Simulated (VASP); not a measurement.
# TiC (P6_3/mmc) in VASP: notebook

Runs on TiC. Level: PBE. Tasks: single point.

Program: VASP 6.6.1. These are calculated values, not measurements. Logs are shortened: lines on timing, memory, paths and dates and some standing lists are left out, and cuts for length are marked.

## Step 1: The cell of the first run

Symmetry: P6_3/mmc, No. 194, hexagonal system. Conventional cell: a = 3.158 Å, b = 3.158 Å, c = 4.706 Å, α = 90.00°, β = 90.00°, γ = 120.00°. Ti (site symmetry -6m2) has 6 C at 2.17 Å within 2.9 Å. C (site symmetry -3m) has 6 Ti at 2.17 Å and 2 C at 2.35 Å within 2.9 Å.

## Step 2: Single point, PBE

Input file INCAR:

```
SYSTEM = TiC
PREC = Accurate
ENCUT = 520
EDIFF = 1E-7
ISMEAR = 0
SIGMA = 0.1
LREAL = .False.
LASPH = .True.
NELM = 60
ALGO = Normal
ISIF = 2
LWAVE = .False.
LCHARG = .False.
GGA = PE
NBANDS = 24
```

Input file KPOINTS:

```
Automatic mesh
0
Gamma
  12 12 9
  0 0 0
```

Input file POSCAR:

```
TiC
1.0
    3.1578432280      0.0000000000      0.0000000000
   -1.5789216140      2.7347724566      0.0000000000
    0.0000000000      0.0000000000      4.7055789197
Ti C
2 2
Direct
    0.0000000000      0.0000000000      0.0000000000
    0.3333333333      0.6666666667      0.5000000000
    0.6666666667      0.3333333333      0.2500000000
    0.6666666667      0.3333333333      0.7500000000
```

Potentials or basis: VASP PAW PBE potentials, release 64 (Ti_sv, C).

Run with:

```bash
$ cat potpaw_PBE.64/Ti_sv/POTCAR potpaw_PBE.64/C/POTCAR > POTCAR
$ mpirun -np 1 vasp_std > vasp.out
```

OUTCAR:

```text
SYSTEM = TiC
   PREC = Accurate
   ENCUT = 520
   EDIFF = 1E-7
   ISMEAR = 0
   LREAL = .False.
   LASPH = .True.
   NELM = 60
   ISIF = 2
   GGA = PE

 ion  position               nearest neighbor table
   1  0.000  0.000  0.000-   3 2.17   4 2.17   3 2.17   4 2.17   3 2.17   4 2.17
   2  0.333  0.667  0.500-   3 2.17   4 2.17   3 2.17   4 2.17   3 2.17   4 2.17
   3  0.667  0.333  0.250-   2 2.17   1 2.17   2 2.17   1 2.17   1 2.17   2 2.17
   4  0.667  0.333  0.750-   2 2.17   1 2.17   2 2.17   1 2.17   1 2.17   2 2.17

  LATTYP: Found a hexagonal cell.
 ALAT       =     3.1578432280
 C/A-ratio  =     1.4901242969

  Lattice vectors:

 A1 = (   3.1578432280,   0.0000000000,   0.0000000000)
 A2 = (  -1.5789216140,   2.7347724566,   0.0000000000)
 A3 = (   0.0000000000,   0.0000000000,   4.7055789197)

Analysis of symmetry for initial positions (statically):
=====================================================================
 Subroutine PRICEL returns:
 Original cell was already a primitive cell.

 Routine SETGRP: Setting up the symmetry group for a
 hexagonal supercell.

 Subroutine GETGRP returns: Found 24 space group operations
 (whereof 12 operations were pure point group operations)
 out of a pool of 24 trial point group operations.

The static configuration has the point symmetry D_3h.
 The point group associated with its full space group is D_6h.

Analysis of symmetry for dynamics (positions and initial velocities):
=====================================================================
 Subroutine PRICEL returns:
 Original cell was already a primitive cell.

 Routine SETGRP: Setting up the symmetry group for a
 hexagonal supercell.

 Subroutine GETGRP returns: Found 24 space group operations
 (whereof 12 operations were pure point group operations)
 out of a pool of 24 trial point group operations.

The dynamic configuration has the point symmetry D_3h.
 The point group associated with its full space group is D_6h.

 Subroutine INISYM returns: Found 24 space group operations
 (whereof 12 operations are pure point group operations),
 and found     1 'primitive' translations

----------------------------------------------------------------------------------------

                                     Primitive cell

  volume of cell :      40.6373

  direct lattice vectors                    reciprocal lattice vectors
     3.157843228  0.000000000  0.000000000     0.316671832  0.182830567  0.000000000
    -1.578921614  2.734772457  0.000000000     0.000000000  0.365661135  0.000000000
     0.000000000  0.000000000  4.705578920     0.000000000  0.000000000  0.212513703

  length of vectors
     3.157843228  3.157843228  4.705578920     0.365661135  0.365661135  0.212513703

  position of ions in fractional coordinates (direct lattice)
     0.000000000  0.000000000  0.000000000
     0.333333333  0.666666667  0.500000000
     0.666666667  0.333333333  0.250000000
     0.666666667  0.333333333  0.750000000

  ion indices of the primitive-cell ions
   primitive index   ion index
                 1           1
                 2           2
                 3           3
                 4           4

----------------------------------------------------------------------------------------

 KPOINTS: Automatic mesh

Automatic generation of k-mesh.
 Grid dimensions read from file:
 generate k-points for:   12   12    9

 Generating k-lattice:

  Cartesian coordinates                     Fractional coordinates (reciprocal lattice)
     0.026389319  0.015235881  0.000000000     0.083333333  0.000000000  0.000000000
     0.000000000  0.030471761  0.000000000     0.000000000  0.083333333  0.000000000
     0.000000000  0.000000000  0.023612634     0.000000000  0.000000000  0.111111111

  Length of vectors
     0.030471761  0.030471761  0.023612634

  Shift w.r.t. Gamma in fractional coordinates (k-lattice)
     0.000000000  0.000000000  0.000000000

 Subroutine IBZKPT returns following result:
 ===========================================

 Found     95 irreducible k-points:

 Following reciprocal coordinates:
            Coordinates               Weight
  0.000000  0.000000  0.000000      1.000000
  0.083333 -0.000000  0.000000      6.000000
  0.166667  0.000000  0.000000      6.000000
  0.250000 -0.000000  0.000000      6.000000
  0.333333 -0.000000  0.000000      6.000000
  0.416667 -0.000000  0.000000      6.000000
[... 16 lines left out ...]
  0.250000 -0.000000  0.111111     12.000000
  0.333333 -0.000000  0.111111     12.000000
 [... further k-points ...]
   k-points           NKPTS =     95   k-points in BZ     NKDIM =     95   number of bands    NBANDS=     24
   number of dos      NEDOS =    301   number of ions     NIONS =      4
   total plane-waves  NPLWV =  20736
   dimension x,y,z NGX =    24 NGY =   24 NGZ =   36
   dimension x,y,z NGXF=    48 NGYF=   48 NGZF=   72
   ions per type =               2   2
   NGX,Y,Z   is equivalent  to a cutoff of  12.63, 12.63, 12.72 a.u.
   NGXF,Y,Z  is equivalent  to a cutoff of  25.27, 25.27, 25.44 a.u.
 SYSTEM =  TiC
   PREC   = accura    normal or accurate (medium, high low for compatibility)
   ISTART =      0    job   : 0-new  1-cont  2-samecut
   ICHARG =      2    charge: 1-file 2-atom 10-const
   ISPIN  =      1    spin polarized calculation?
   LNONCOLLINEAR =      F non collinear calculations
   LSORBIT =      F    spin-orbit coupling
   LASPH  =      T    aspherical Exc in radial PAW
   ENCUT  =  520.0 eV  38.22 Ry    6.18 a.u.   5.87  5.87  8.75*2*pi/ulx,y,z
   NELM   =     60;   NELMIN=  2; NELMDL= -5     # of ELM steps
   EDIFF  = 0.1E-06   stopping-criterion for ELM
   LREAL  =      F    real-space projection
   EDIFFG = 0.1E-05   stopping-criterion for IOM
   NSW    =      0    number of steps for IOM
   IBRION =     -1    ionic relax: 0-MD 1-quasi-New 2-CG
   NFREE  =      0    steps in history (QN), initial steepest desc. (CG)
   ISIF   =      2    stress and relaxation
   ISYM   =      2    0-nonsym 1-usesym 2-fastsym
   POTIM  = 0.5000    time-step for ionic-motion
   TEBEG  =    0.0;   TEEND  =   0.0 temperature during run
   PSTRESS=    0.0 pullay stress
   NELECT =      32.0000    total number of electrons
   NUPDOWN=      -1.0000    fix difference up-down
   EMIN   =  10.00;   EMAX   =-10.00  energy-range for DOS
   EFERMI =   0.00;   METHOD = LEGACY
   ISMEAR =     0;   SIGMA  =   0.10  broadening in eV -4-tet -1-fermi 0-gaus
   EFERMI_NEDOS =   21; number of points for ismear=-14 and -15
   IALGO  =     38    algorithm
   IMIX   =      4    mixing-type and parameters
     AMIX     =   0.40;   BMIX     =  1.00
     AMIX_MAG =   1.60;   BMIX_MAG =  1.00
  volume/ion in A,a.u.               =      10.16        68.56
  Fermi-wavevector in a.u.,A,eV,Ry     =   1.511761  2.856815 31.095056  2.285422
  Thomas-Fermi vector in A             =   2.621776
   LORBIT       =      0    0 simple, 1 ext, 2 COOP (PROOUT), +10 PAW based schemes
   GGA     = PE    functional components
   LHFCALC =     F    Hartree Fock is set to
   AEXX    =    0.0000 exact exchange contribution
   IVDW    =     0    specifies the selected vdW correction
   LEPSILON=     F    determine dielectric tensor
   LRPA    =     F    only Hartree local field effects (RPA)
 non-spin polarized calculation
 Gauss-broadening in eV      SIGMA  =   0.10
  energy-cutoff  :      520.00
  volume of cell :       40.64
 maximum number of plane-waves:      1110
 NGX is ok and might be reduce to    24
   NGX = 11   NGY = 11   NGZ = 17

 number of electron      32.0000011 magnetization

 Free energy of the ion-electron system (eV)
  ---------------------------------------------------
  ext. energy  EPLUGINS =         0.00000000
  ---------------------------------------------------
  free energy    TOTEN  =       -36.85592661 eV

  energy without entropy =      -36.85302497  energy(sigma->0) =      -36.85447579

 E-fermi :   9.9042     XC(G=0): -12.6897

 val. band max:        9.9039123124   @ k =   0.2500   0.1667   0.3333
 cond. band min:       9.9770131509   @ k =   0.2500   0.2500   0.3333
 fundamental gap:      0.0731008385
 Fermi energy:         9.9042231005

 k-point     1 :       0.0000    0.0000    0.0000
  band No.  band energies     occupation
      1     -46.9702      2.00000
      2     -46.8692      2.00000
      3     -23.5023      2.00000
      4     -23.1172      2.00000
      5     -23.1172      2.00000
      6     -23.0384      2.00000
[... 16 lines left out ...]
     23      15.8662      0.00000
     24      15.8680      0.00000

 k-point     2 :       0.0833   -0.0000    0.0000
  band No.  band energies     occupation
      1     -46.9664      2.00000
      2     -46.8684      2.00000
      3     -23.4901      2.00000
      4     -23.1388      2.00000
      5     -23.1266      2.00000
      6     -23.0579      2.00000
[... 16 lines left out ...]
     23      15.6447      0.00000
     24      15.8314      0.00000

 k-point     3 :       0.1667    0.0000    0.0000
  band No.  band energies     occupation
      1     -46.9556      2.00000
      2     -46.8665      2.00000
      3     -23.4552      2.00000
      4     -23.1986      2.00000
      5     -23.1501      2.00000
      6     -23.1098      2.00000
[... 16 lines left out ...]
     23      15.1182      0.00000
     24      15.1743      0.00000

 k-point     4 :       0.2500   -0.0000    0.0000
  band No.  band energies     occupation
      1     -46.9401      2.00000
      2     -46.8647      2.00000
      3     -23.4026      2.00000
      4     -23.2812      2.00000
      5     -23.1792      2.00000
      6     -23.1780      2.00000
[... 16 lines left out ...]
     23      14.5128      0.00000
     24      14.5669      0.00000

 k-point     5 :       0.3333   -0.0000    0.0000
  band No.  band energies     occupation
      1     -46.9229      2.00000
      2     -46.8645      2.00000
      3     -23.3640      2.00000
      4     -23.3407      2.00000
      5     -23.2441      2.00000
      6     -23.2063      2.00000
[... 451 lines left out ...]
 k-point    22 :       0.1667    0.0000    0.1111
  band No.  band energies     occupation
      1     -46.9530      2.00000
      2     -46.8692      2.00000
      3     -23.4440      2.00000
      4     -23.1929      2.00000
      5     -23.1467      2.00000
      6     -23.1178      2.00000
[... 16 lines left out ...]
     23      14.7970      0.00000
     24      15.1330      0.00000

 k-point    23 :       0.2500   -0.0000    0.1111
  band No.  band energies     occupation
      1     -46.9378      2.00000
      2     -46.8670      2.00000
      3     -23.4035      2.00000
      4     -23.2674      2.00000
      5     -23.1870      2.00000
      6     -23.1752      2.00000
[... 16 lines left out ...]
     23      14.4935      0.00000
     24      14.6927      0.00000

 k-point    24 :       0.3333   -0.0000    0.1111
  band No.  band energies     occupation
      1     -46.9211      2.00000
      2     -46.8663      2.00000
      3     -23.3964      2.00000
      4     -23.3043      2.00000
      5     -23.2489      2.00000
      6     -23.2017      2.00000
[... 16 lines left out ...]
     23      13.9544      0.00000
     24      14.3660      0.00000

 [... further k-points ...]
[... 5 lines left out ...]
  --------------------------------------------------------------------------------------
  -------------------------------------------------------------------------------------
  Total        0.0698008      0.0698008      0.0513813      0.0000000      0.0000000      0.0000000
  in kB        2.7519871      2.7519871      2.0257744      0.0000000      0.0000000      0.0000000
  external PRESSURE =       2.5099162 kB  Pullay stress =       0.0000000 kB

 VOLUME and BASIS-vectors are now :
 -----------------------------------------------------------------------------
  energy-cutoff  :      520.00
  volume of cell :       40.64
      direct lattice vectors                 reciprocal lattice vectors
     3.157843228  0.000000000  0.000000000     0.316671832  0.182830567  0.000000000
    -1.578921614  2.734772457  0.000000000     0.000000000  0.365661135  0.000000000
     0.000000000  0.000000000  4.705578920     0.000000000  0.000000000  0.212513703

 POSITION                                       TOTAL-FORCE (eV/Angst)
 -----------------------------------------------------------------------------------
      0.00000      0.00000      0.00000         0.000000     -0.000000      0.000000
     -0.00000      1.82318      2.35279        -0.000000     -0.000000      0.000000
      1.57892      0.91159      1.17639         0.000000     -0.000000      0.000000
      1.57892      0.91159      3.52918         0.000000      0.000000     -0.000000
 -----------------------------------------------------------------------------------
    total drift:                                0.000000     -0.000000     -0.000000

  FREE ENERGIE OF THE ION-ELECTRON SYSTEM (eV)
  ---------------------------------------------------
  free  energy   TOTEN  =       -36.8559266127 eV

  energy  without entropy=      -36.8530249685  energy(sigma->0) =      -36.85447579
```

Run time: 64 s. Hardware: 1 thread of Intel Xeon Platinum 8259CL at 2.50GHz (Skylake/Cascade Lake), shared host; peak memory 0.21 GiB.

What came out:

| Item | Value |
| --- | --- |
| Free energy | -36.8559 eV |
| Pressure | 0.3 GPa |
| Band gap on the k mesh | zero (band 16 reaches 10.53 eV, above the bottom of band 17 at 9.78 eV) |

Levels at points of the mesh, in eV from the Fermi level:
```csv
k point,band 12,band 13,band 14,band 15,band 16,band 17,band 18,band 19,band 20,band 21
"(0.00, 0.00, 0.00)",-3.29,-3.29,-1.09,-1.09,0.60,0.60,0.68,0.71,0.71,2.81
"(0.50, 0.00, 0.00)",-4.82,-3.38,-3.34,-1.80,-1.50,2.19,2.53,2.67,2.88,2.97
```

## Step 3: Single point, PBE

This run uses another cell than the first one, of 10.78 Å³/atom, 1.061 times its volume.

Input file INCAR:

```
SYSTEM = TiC
  ALGO = Normal
  EDIFF = 1E-6
  ENCUT = 520
  GGA = PE
  ISIF = 2
  ISMEAR = 0
  LASPH = .True.
  LCHARG = .False.
  LREAL = .False.
  LWAVE = .False.
  NBANDS = 24
  NELM = 100
  PREC = Accurate
  SIGMA = 0.1
```

Input file KPOINTS:

```
k-points
0
Gamma
  12 12 9
  0 0 0
```

Input file POSCAR:

```
TiC
1.0
    3.0416054817      0.0000000000      0.0000000000
   -1.5208027408      2.6341076154      0.0000000000
    0.0000000000      0.0000000000      5.3812457746
Ti C
2 2
Direct
    0.0000000000      0.0000000000      0.0000000000
    0.0000000000      0.0000000000      0.5000000000
    0.3333333333      0.6666666667      0.2500000000
    0.6666666667      0.3333333333      0.7500000000
```

Potentials or basis: VASP PAW PBE potentials, release 64 (Ti_sv, C).

Run with:

```bash
$ cat potpaw_PBE.64/Ti_sv/POTCAR potpaw_PBE.64/C/POTCAR > POTCAR
$ mpirun -np 1 vasp_std > vasp.out
```

OUTCAR:

```text
SYSTEM = TiC
   EDIFF = 1E-6
   ENCUT = 520
   GGA = PE
   ISIF = 2
   ISMEAR = 0
   LASPH = .True.
   LREAL = .False.
   NELM = 100
   PREC = Accurate

 ion  position               nearest neighbor table
   1  0.000  0.000  0.000-   3 2.21   4 2.21   3 2.21   4 2.21   4 2.21   3 2.21   2 2.69   2 2.69

   2  0.000  0.000  0.500-   3 2.21   4 2.21   3 2.21   4 2.21   4 2.21   3 2.21   1 2.69   1 2.69

   3  0.333  0.667  0.250-   1 2.21   2 2.21   1 2.21   2 2.21   1 2.21   2 2.21
   4  0.667  0.333  0.750-   1 2.21   2 2.21   1 2.21   2 2.21   1 2.21   2 2.21
[... 846 lines left out ...]

 [... further k-points ...]
[... 5 lines left out ...]
  --------------------------------------------------------------------------------------
  -------------------------------------------------------------------------------------
  Total        0.0069943      0.0069943      0.0136444      0.0000000      0.0000000      0.0000000
  in kB        0.2599166      0.2599166      0.5070458      0.0000000      0.0000000      0.0000000
  external PRESSURE =       0.3422930 kB  Pullay stress =       0.0000000 kB

 VOLUME and BASIS-vectors are now :
 -----------------------------------------------------------------------------
  energy-cutoff  :      520.00
  volume of cell :       43.11
      direct lattice vectors                 reciprocal lattice vectors
     3.041605482  0.000000000  0.000000000     0.328773737  0.189817605  0.000000000
    -1.520802741  2.634107615  0.000000000     0.000000000  0.379635211  0.000000000
     0.000000000  0.000000000  5.381245775     0.000000000  0.000000000  0.185830576

 POSITION                                       TOTAL-FORCE (eV/Angst)
 -----------------------------------------------------------------------------------
      0.00000      0.00000      0.00000        -0.000000      0.000000     -0.000000
      0.00000      0.00000      2.69062         0.000000      0.000000     -0.000000
     -0.00000      1.75607      1.34531        -0.000000      0.000000      0.000000
      1.52080      0.87804      4.03593         0.000000     -0.000000      0.000000
 -----------------------------------------------------------------------------------
    total drift:                               -0.000000      0.000000      0.000000

  FREE ENERGIE OF THE ION-ELECTRON SYSTEM (eV)
  ---------------------------------------------------
  free  energy   TOTEN  =       -35.6716982615 eV

  energy  without entropy=      -35.6661534558  energy(sigma->0) =      -35.66892586
```

stdout:

```text
POSCAR found type information on POSCAR TiC
 POSCAR found :  2 types and       4 ions
 scaLAPACK will be used
 LDA part: xc-table for (Slater+PW92), standard interpolation
 POSCAR, INCAR and KPOINTS ok, starting setup
 FFT: planning ... GRIDC
 FFT: planning ... GRID_SOFT
 FFT: planning ... GRID
 WAVECAR not read
 entering main loop
```

Wall time 63 s (1 thread of Intel Xeon Platinum 8259CL at 2.50GHz (Skylake/Cascade Lake), shared host); peak memory 0.21 GiB.

Results:

- Free energy: -35.6717 eV
- Pressure: 0.0 GPa
- Band gap on the k mesh: zero (band 16 reaches 9.74 eV, above the bottom of band 17 at 8.33 eV)
